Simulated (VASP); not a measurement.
Zr:

```
Zr
1.0
    -1.78728    1.78728    1.78728
     1.78728   -1.78728    1.78728
     1.78728    1.78728   -1.78728
Zr
1
Direct
  0.00000 0.00000 0.00000
```

```yaml
Program: VASP 6.6.1
Task: relaxation of cell and atoms
Functional: PBE
Dispersion: D3(BJ)
Potentials_or_basis: VASP PAW PBE potentials, release 64 (Zr_sv)
Cutoff: 600 eV
k_mesh: 16 × 16 × 16
Occupations: gaussian, width 0.1 eV
Spin: no spin polarisation
```

At the start: pressure -3.9 GPa; volume 22.84 Å³/atom.

Problem. Where does the relaxation end?

Solution. Over 3 steps the energy falls by 12.8 meV/atom and the volume is 21.82 Å³/atom (-4.4 %); space group Im-3m (No. 229, to 0.05 Å).

Step by step:
```
step  energy change (eV)  largest force (eV/Å)  pressure (GPa)  volume (Å³)
   1              0.0000                0.0000           -3.92        22.84
   2             -0.0045                0.0000            3.51        21.04
   3             -0.0128                0.0000           -0.01        21.82
```

Final structure:
```
Zr
1.0
    -1.76042    1.76042    1.76042
     1.76042   -1.76042    1.76042
     1.76042    1.76042   -1.76042
Zr
1
Direct
  0.00000 0.00000 0.00000
```

Caveat: pairwise dispersion overbinds metals, which lowers pressure and volume.
